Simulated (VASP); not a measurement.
## KF (Carobbiite): density of states with PBE+D3(BJ)

KF (Carobbiite):

```
K F
1.0
     0.00000    2.48033    2.48033
     2.48033    0.00000    2.48033
     2.48033    2.48033    0.00000
K F
1 1
Direct
  0.00000 0.00000 0.00000
  0.50000 0.50000 0.50000
```

This cell differs from its parent crystal: volume scaled by 0.8.

| Property | Result |
| --- | --- |
| Program | VASP 6.6.1 |
| Task | density of states |
| Functional | PBE |
| Dispersion | D3(BJ) |
| Potentials or basis | VASP PAW PBE potentials, release 64 (K_sv, F) |
| Cutoff | 520 eV |
| k mesh | 9 × 9 × 9 |
| Occupations | gaussian, width 0.1 eV |
| Spin | collinear spin, ferromagnetic start |
| Starting moments | [1.0, 0.0] μB |
| Fixed moment | 1 μB |
| Dipole correction | no |
| k mesh for the DOS | 14 × 14 × 14 |
| Occupations for the DOS | tetrahedron |
| Further INCAR settings | ALGO = Normal; EDIFF = 1e-06 |

| Quantity | Value |
| --- | --- |
| Net moment | 1.00 μB per cell |
| Site moments | K +0.17; F +0.43 μB |
| Valence electrons inside the program's atomic spheres | K 7.68; F 5.98 |
| Dispersion energy per atom | -0.199 eV |

Run time: 66 s on 1 thread of Intel(R) Xeon(R) Platinum 8488C (Sapphire Rapids), on a shared host, peak memory 0.22 GiB.

Caveat: three body term missing; the total moment is fixed, so each spin has its own Fermi level.
